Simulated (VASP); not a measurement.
A run of VASP 6.6.1:

The input INCAR:

```
SYSTEM = TaAlCl6
PREC = Accurate
ENCUT = 500
EDIFF = 1E-6
ISMEAR = 0
SIGMA = 0.1
LREAL = .False.
LASPH = .True.
NELM = 200
ALGO = Normal
ISIF = 2
LWAVE = .False.
LCHARG = .True.
ISPIN = 2
MAGMOM = 1.17 0 0 0 0 0 0 0
LORBIT = 11
LMAXMIX = 4
GGA = PE
LVHAR = .True.
NBANDS = 42
GGA_COMPAT = .False.
KPAR = 4
```

Contents of KPOINTS:

```
Automatic mesh
0
Gamma
  6 6 6
  0 0 0
```

File POSCAR:

```
TaAlCl6
1.0
    6.5020691266      3.7539713605      2.0547724506
   -6.5020691266      3.7539713605      2.0547724506
    0.0000000000     -7.5079427210      2.0547724507
Ta Al Cl
1 1 6
Direct
    0.5000000000      0.5000000000      0.5000000000
    0.0000000000      0.0000000000      0.0000000000
    0.3165768109      0.3165768109      0.0681419399
    0.0681419399      0.3165768109      0.3165768109
    0.3165768109      0.0681419399      0.3165768109
    0.9318580601      0.6834231891      0.6834231891
    0.6834231891      0.6834231891      0.9318580601
    0.6834231891      0.9318580601      0.6834231891
```

Potentials or basis: VASP PAW PBE potentials, release 64 (Ta_pv, Al, Cl).

Launch:

```sh
$ cat potpaw_PBE.64/Ta_pv/POTCAR potpaw_PBE.64/Al/POTCAR potpaw_PBE.64/Cl/POTCAR > POTCAR
$ mpirun -np 4 vasp_std > vasp.out
```

Hardware: 4 MPI ranks on AMD EPYC 7R43 64-Core Processor (Zen 3), on a shared host.

Task: Estimate the wall time of this run.

Result: Run time: 6.1 min on 4 MPI ranks on AMD EPYC 7R43 64-Core Processor (Zen 3), on a shared host, peak memory 1 GiB a rank. Counts: scf iterations 16, k points 32.
